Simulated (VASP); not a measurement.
# Si (Fd-3m) in VASP: single point with PBE

Aim: the single point of Si with PBE.

All numbers are computed with VASP 6.6.1; they aren't measurements. Logs are shortened: lines on timing, memory, paths and dates and some standing lists are left out, and cuts for length are marked.

### Step 1. The cell of the first run

It takes space group Fd-3m (No. 227, cubic). The conventional cell has a = 5.470 Å, b = 5.470 Å, c = 5.470 Å, α = 90.00°, β = 90.00°, γ = 90.00°. Within 3.1 Å of Si (site symmetry -43m) lie 4 Si at 2.37 Å.

### Step 2. Single point, PBE

INCAR

```
  PREC = Accurate
  ENCUT = 520
  EDIFF = 1E-7
  ISMEAR = 0
  SIGMA = 0.02
  LREAL = False
  LASPH = True
  NELM = 60
  ALGO = Normal
  ISIF = 2
  LWAVE = False
  LCHARG = True
  GGA = PE
  LELF = True
  LVHAR = True
  NBANDS = 11
```

KPOINTS

```
Automatic mesh
0
Gamma
  8 8 8
```

POSCAR

```
Si
1.0
    0.0000000000      2.7350468812      2.7350468812
    2.7350468812      0.0000000000      2.7350468812
    2.7350468812      2.7350468812      0.0000000000
Si
2
Direct
    0.7500000000      0.7500000000      0.7500000000
    0.5000000000      0.5000000000      0.5000000000
```

Potentials or basis: VASP PAW PBE potentials, release 64 (Si).

Started as:

```console
cat potpaw_PBE.64/Si/POTCAR > POTCAR
mpirun -np 1 vasp_std > vasp.out
```

OUTCAR:

```text
PREC = Accurate
   ENCUT = 520
   EDIFF = 1E-7
   ISMEAR = 0
   LREAL = False
   LASPH = True
   NELM = 60
   ISIF = 2
   GGA = PE

 ion  position               nearest neighbor table
   1  0.750  0.750  0.750-   2 2.37   2 2.37   2 2.37   2 2.37
   2  0.500  0.500  0.500-   1 2.37   1 2.37   1 2.37   1 2.37

  LATTYP: Found a face centered cubic cell.
 ALAT       =     5.4700937624

  Lattice vectors:

 A1 = (   0.0000000000,   2.7350468812,   2.7350468812)
 A2 = (   2.7350468812,   0.0000000000,   2.7350468812)
 A3 = (   2.7350468812,   2.7350468812,   0.0000000000)

Analysis of symmetry for initial positions (statically):
=====================================================================
 Subroutine PRICEL returns:
 Original cell was already a primitive cell.

 Routine SETGRP: Setting up the symmetry group for a
 face centered cubic supercell.

 Subroutine GETGRP returns: Found 48 space group operations
 (whereof 24 operations were pure point group operations)
 out of a pool of 48 trial point group operations.

The static configuration has the point symmetry T_d .
 The point group associated with its full space group is O_h .

Analysis of symmetry for dynamics (positions and initial velocities):
=====================================================================
 Subroutine PRICEL returns:
 Original cell was already a primitive cell.

 Routine SETGRP: Setting up the symmetry group for a
 face centered cubic supercell.

 Subroutine GETGRP returns: Found 48 space group operations
 (whereof 24 operations were pure point group operations)
 out of a pool of 48 trial point group operations.

The dynamic configuration has the point symmetry T_d .
 The point group associated with its full space group is O_h .

 Subroutine INISYM returns: Found 48 space group operations
 (whereof 24 operations are pure point group operations),
 and found     1 'primitive' translations

----------------------------------------------------------------------------------------

                                     Primitive cell

  volume of cell :      40.9189

  direct lattice vectors                    reciprocal lattice vectors
     0.000000000  2.735046881  2.735046881    -0.182812223  0.182812223  0.182812223
     2.735046881  0.000000000  2.735046881     0.182812223 -0.182812223  0.182812223
     2.735046881  2.735046881  0.000000000     0.182812223  0.182812223 -0.182812223

  length of vectors
     3.867940393  3.867940393  3.867940393     0.316640058  0.316640058  0.316640058

  position of ions in fractional coordinates (direct lattice)
     0.750000000  0.750000000  0.750000000
     0.500000000  0.500000000  0.500000000

  ion indices of the primitive-cell ions
   primitive index   ion index
                 1           1
                 2           2

----------------------------------------------------------------------------------------

 KPOINTS: Automatic mesh

Automatic generation of k-mesh.
 Grid dimensions read from file:
 generate k-points for:    8    8    8

 Generating k-lattice:

  Cartesian coordinates                     Fractional coordinates (reciprocal lattice)
    -0.022851528  0.022851528  0.022851528     0.125000000  0.000000000  0.000000000
     0.022851528 -0.022851528  0.022851528     0.000000000  0.125000000  0.000000000
     0.022851528  0.022851528 -0.022851528     0.000000000  0.000000000  0.125000000

  Length of vectors
     0.039580007  0.039580007  0.039580007

  Shift w.r.t. Gamma in fractional coordinates (k-lattice)
     0.000000000  0.000000000  0.000000000

 Subroutine IBZKPT returns following result:
 ===========================================

 Found     29 irreducible k-points:

 Following reciprocal coordinates:
            Coordinates               Weight
  0.000000  0.000000  0.000000      1.000000
  0.125000  0.000000  0.000000      8.000000
  0.250000  0.000000  0.000000      8.000000
  0.375000  0.000000  0.000000      8.000000
  0.500000  0.000000  0.000000      4.000000
  0.125000  0.125000  0.000000      6.000000
[... 16 lines left out ...]
  0.500000  0.250000  0.125000     48.000000
 -0.375000  0.250000  0.125000     24.000000
 [... further k-points ...]
   k-points           NKPTS =     29   k-points in BZ     NKDIM =     29   number of bands    NBANDS=     11
   number of dos      NEDOS =    301   number of ions     NIONS =      2
   total plane-waves  NPLWV =  27000
   dimension x,y,z NGX =    30 NGY =   30 NGZ =   30
   dimension x,y,z NGXF=    60 NGYF=   60 NGZF=   60
   ions per type =               2
   NGX,Y,Z   is equivalent  to a cutoff of  12.89, 12.89, 12.89 a.u.
   NGXF,Y,Z  is equivalent  to a cutoff of  25.79, 25.79, 25.79 a.u.
 SYSTEM =  unknown system
   PREC   = accura    normal or accurate (medium, high low for compatibility)
   ISTART =      0    job   : 0-new  1-cont  2-samecut
   ICHARG =      2    charge: 1-file 2-atom 10-const
   ISPIN  =      1    spin polarized calculation?
   LNONCOLLINEAR =      F non collinear calculations
   LSORBIT =      F    spin-orbit coupling
   LASPH  =      T    aspherical Exc in radial PAW
   ENCUT  =  520.0 eV  38.22 Ry    6.18 a.u.   7.19  7.19  7.19*2*pi/ulx,y,z
   NELM   =     60;   NELMIN=  2; NELMDL= -5     # of ELM steps
   EDIFF  = 0.1E-06   stopping-criterion for ELM
   LREAL  =      F    real-space projection
   EDIFFG = 0.1E-05   stopping-criterion for IOM
   NSW    =      0    number of steps for IOM
   IBRION =     -1    ionic relax: 0-MD 1-quasi-New 2-CG
   NFREE  =      0    steps in history (QN), initial steepest desc. (CG)
   ISIF   =      2    stress and relaxation
   ISYM   =      2    0-nonsym 1-usesym 2-fastsym
   POTIM  = 0.5000    time-step for ionic-motion
   TEBEG  =    0.0;   TEEND  =   0.0 temperature during run
   PSTRESS=    0.0 pullay stress
   NELECT =       8.0000    total number of electrons
   NUPDOWN=      -1.0000    fix difference up-down
   EMIN   =  10.00;   EMAX   =-10.00  energy-range for DOS
   EFERMI =   0.00;   METHOD = LEGACY
   ISMEAR =     0;   SIGMA  =   0.02  broadening in eV -4-tet -1-fermi 0-gaus
   EFERMI_NEDOS =   21; number of points for ismear=-14 and -15
   IALGO  =     38    algorithm
   IMIX   =      4    mixing-type and parameters
     AMIX     =   0.40;   BMIX     =  1.00
     AMIX_MAG =   1.60;   BMIX_MAG =  1.00
  volume/ion in A,a.u.               =      20.46       138.07
  Fermi-wavevector in a.u.,A,eV,Ry     =   0.950160  1.795542 12.283393  0.902804
  Thomas-Fermi vector in A             =   2.078511
   LORBIT       =      0    0 simple, 1 ext, 2 COOP (PROOUT), +10 PAW based schemes
   GGA     = PE    functional components
   LHFCALC =     F    Hartree Fock is set to
   AEXX    =    0.0000 exact exchange contribution
   IVDW    =     0    specifies the selected vdW correction
   LEPSILON=     F    determine dielectric tensor
   LRPA    =     F    only Hartree local field effects (RPA)
 non-spin polarized calculation
 Gauss-broadening in eV      SIGMA  =   0.02
  energy-cutoff  :      520.00
  volume of cell :       40.92
 maximum number of plane-waves:      1124
 NGX is ok and might be reduce to    30
   NGX = 15   NGY = 15   NGZ = 15

 number of electron       8.0000001 magnetization

 Free energy of the ion-electron system (eV)
  ---------------------------------------------------
  ext. energy  EPLUGINS =         0.00000000
  ---------------------------------------------------
  free energy    TOTEN  =       -10.84608153 eV

  energy without entropy =      -10.84608153  energy(sigma->0) =      -10.84608153

 E-fermi :   5.7101     XC(G=0):  -9.3234

 val. band max:        5.6101192722   @ k =   0.0000   0.0000   0.0000
 cond. band min:       6.2613495636   @ k =   0.3750   0.3750   0.0000
 fundamental gap:      0.6512302914
 Fermi energy:         5.7100864222

 k-point     1 :       0.0000    0.0000    0.0000
  band No.  band energies     occupation
      1      -6.1997      2.00000
      2       5.6101      2.00000
      3       5.6101      2.00000
      4       5.6101      2.00000
      5       8.1661      0.00000
      6       8.1661      0.00000
      7       8.1661      0.00000
      8       8.7356      0.00000
      9      13.3182      0.00000
     10      13.3182      0.00000
     11      13.4849      0.00000

 k-point     2 :       0.1250    0.0000    0.0000
  band No.  band energies     occupation
      1      -5.9994      2.00000
      2       4.0195      2.00000
      3       5.3279      2.00000
      4       5.3279      2.00000
      5       8.0507      0.00000
      6       8.5813      0.00000
      7       8.5813      0.00000
      8      10.1365      0.00000
      9      12.8456      0.00000
     10      12.8456      0.00000
     11      14.2602      0.00000

 k-point     3 :       0.2500    0.0000    0.0000
  band No.  band energies     occupation
      1      -5.4154      2.00000
      2       1.7250      2.00000
      3       4.8655      2.00000
      4       4.8655      2.00000
      5       7.5667      0.00000
      6       9.0991      0.00000
      7       9.0991      0.00000
      8      12.3553      0.00000
      9      12.7964      0.00000
     10      12.7964      0.00000
     11      14.5375      0.00000

 k-point     4 :       0.3750    0.0000    0.0000
  band No.  band energies     occupation
      1      -4.5415      2.00000
      2      -0.2581      2.00000
      3       4.5429      2.00000
      4       4.5429      2.00000
      5       7.2022      0.00000
      6       9.0627      0.00000
      7       9.0627      0.00000
      8      13.4459      0.00000
      9      14.1473      0.00000
     10      14.1473      0.00000
     11      15.1163      0.00000
[... 239 lines left out ...]
 k-point    22 :       0.3750    0.2500    0.1250
  band No.  band energies     occupation
      1      -4.8957      2.00000
      2       1.3426      2.00000
      3       2.9599      2.00000
      4       4.2108      2.00000
      5       8.0529      0.00000
      6       9.4344      0.00000
      7       9.8132      0.00000
      8      11.0488      0.00000
      9      13.3203      0.00000
     10      15.7106      0.00000
     11      16.5707      0.00000

 k-point    23 :       0.5000    0.2500    0.1250
  band No.  band energies     occupation
      1      -4.0269      2.00000
      2      -0.1760      2.00000
      3       2.3560      2.00000
      4       3.7238      2.00000
      5       8.4738      0.00000
      6       9.1389      0.00000
      7      10.5863      0.00000
      8      11.4864      0.00000
      9      14.5378      0.00000
     10      15.2334      0.00000
     11      17.5094      0.00000

 k-point    24 :      -0.3750    0.2500    0.1250
  band No.  band energies     occupation
      1      -3.3933      2.00000
      2      -1.0947      2.00000
      3       2.2246      2.00000
      4       3.5010      2.00000
      5       8.6322      0.00000
      6       8.7567      0.00000
      7      11.4547      0.00000
      8      12.6746      0.00000
      9      12.9142      0.00000
     10      16.1154      0.00000
     11      17.1586      0.00000

 [... further k-points ...]
[... 5 lines left out ...]
  --------------------------------------------------------------------------------------
  -------------------------------------------------------------------------------------
  Total       -0.0175165     -0.0175165     -0.0175165      0.0000000      0.0000000      0.0000000
  in kB       -0.6858557     -0.6858557     -0.6858557      0.0000000      0.0000000      0.0000000
  external PRESSURE =      -0.6858557 kB  Pullay stress =       0.0000000 kB

 VOLUME and BASIS-vectors are now :
 -----------------------------------------------------------------------------
  energy-cutoff  :      520.00
  volume of cell :       40.92
      direct lattice vectors                 reciprocal lattice vectors
     0.000000000  2.735046881  2.735046881    -0.182812223  0.182812223  0.182812223
     2.735046881  0.000000000  2.735046881     0.182812223 -0.182812223  0.182812223
     2.735046881  2.735046881  0.000000000     0.182812223  0.182812223 -0.182812223

 POSITION                                       TOTAL-FORCE (eV/Angst)
 -----------------------------------------------------------------------------------
      4.10257      4.10257      4.10257         0.000000      0.000000      0.000000
      2.73505      2.73505      2.73505        -0.000000     -0.000000     -0.000000
 -----------------------------------------------------------------------------------
    total drift:                                0.000000     -0.000000     -0.000000

  FREE ENERGIE OF THE ION-ELECTRON SYSTEM (eV)
  ---------------------------------------------------
  free  energy   TOTEN  =       -10.8460815268 eV

  energy  without entropy=      -10.8460815268  energy(sigma->0) =      -10.84608153
```

Run time: 20 s. Hardware: 1 thread of Intel Xeon 6975P-C, shared host; peak memory 0.16 GiB.

Results:

* Free energy: -10.8461 eV
* Pressure: -0.1 GPa
* Band gap on the k mesh: 0.65 eV, indirect (least direct gap 2.56 eV)

Levels at points of the mesh, in eV from the valence-band top:
```csv
k point,band 1,band 2,band 3,band 4,band 5,band 6,band 7,band 8,band 9
"(0.00, 0.00, 0.00)",-11.81,0.00,0.00,0.00,2.56,2.56,2.56,3.13,7.71
"(0.50, 0.00, 0.00)",-9.53,-6.87,-1.18,-1.18,1.46,3.35,3.35,7.70,10.49
"(0.50, 0.50, 0.00)",-7.74,-7.74,-2.79,-2.79,0.75,0.75,9.93,9.93,10.90
```
